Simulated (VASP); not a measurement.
Wanted: the native input for a VASP 6.6.1 run.

```yaml
Task: single point
Functional: PBEsol
Potentials_or_basis: VASP PAW PBE potentials, release 64 (Ti_sv, Al)
Cutoff: 520 eV
k_mesh: 12 × 12 × 12
Occupations: gaussian, width 0.15 eV
Spin: collinear spin, ferromagnetic start
Starting_moments: "[0.2, 0.2, 0.2, 0.0] μB"
Fixed_moment: 0.6 μB
Dipole_correction: no
Further_INCAR_settings: ALGO = Normal; EDIFF = 1e-06; NBANDS = 32
```

The structure of Ti3Al lies in POSCAR:

```
Ti3Al
1.0
    0.0000000000      3.3188998145      3.3188998145
    3.3188998145      0.0000000000      3.3188998145
    3.3188998145      3.3188998145      0.0000000000
Ti Al
3 1
Direct
    0.7500000000      0.7500000000      0.7500000000
    0.2500000000      0.2500000000      0.2500000000
    0.0000000000      0.0000000000      0.0000000000
    0.5000000000      0.5000000000      0.5000000000
```

One way to write it, as run:

INCAR

```
SYSTEM = Ti3Al
  ALGO = Normal
  EDIFF = 1E-6
  ENCUT = 520
  GGA = PS
  ISIF = 2
  ISMEAR = 0
  ISPIN = 2
  LASPH = .True.
  LCHARG = .False.
  LMAXMIX = 4
  LORBIT = 11
  LREAL = .False.
  LWAVE = .False.
  MAGMOM = 0.2 0.2 0.2 0
  NBANDS = 32
  NELM = 150
  NUPDOWN = 0.6
  PREC = Accurate
  SIGMA = 0.15
```

KPOINTS

```
k-points
0
Gamma
  12 12 12
  0 0 0
```

Potentials or basis: VASP PAW PBE potentials, release 64 (Ti_sv, Al).

Command:

```bash
$ cat potpaw_PBE.64/Ti_sv/POTCAR potpaw_PBE.64/Al/POTCAR > POTCAR
$ mpirun -np 1 vasp_std > vasp.out
```

It gave:

```json
{
  "Pressure": "-11.7 GPa",
  "Net moment": "0.60 μB per cell",
  "Site moments": "Ti +0.01, +0.46; Al -0.01 μB",
  "Valence electrons inside the program's atomic spheres": "Ti 10.16, 10.23; Al 0.78"
}
```

Caveat: the PAW data sets were made with another functional, which shifts forces and pressure a little; the total moment is fixed, so each spin has its own Fermi level.

Run time: 14 min on 1 thread of Oxide Virtual Turin-like Processor, with other jobs on the host, peak memory 0.36 GiB.
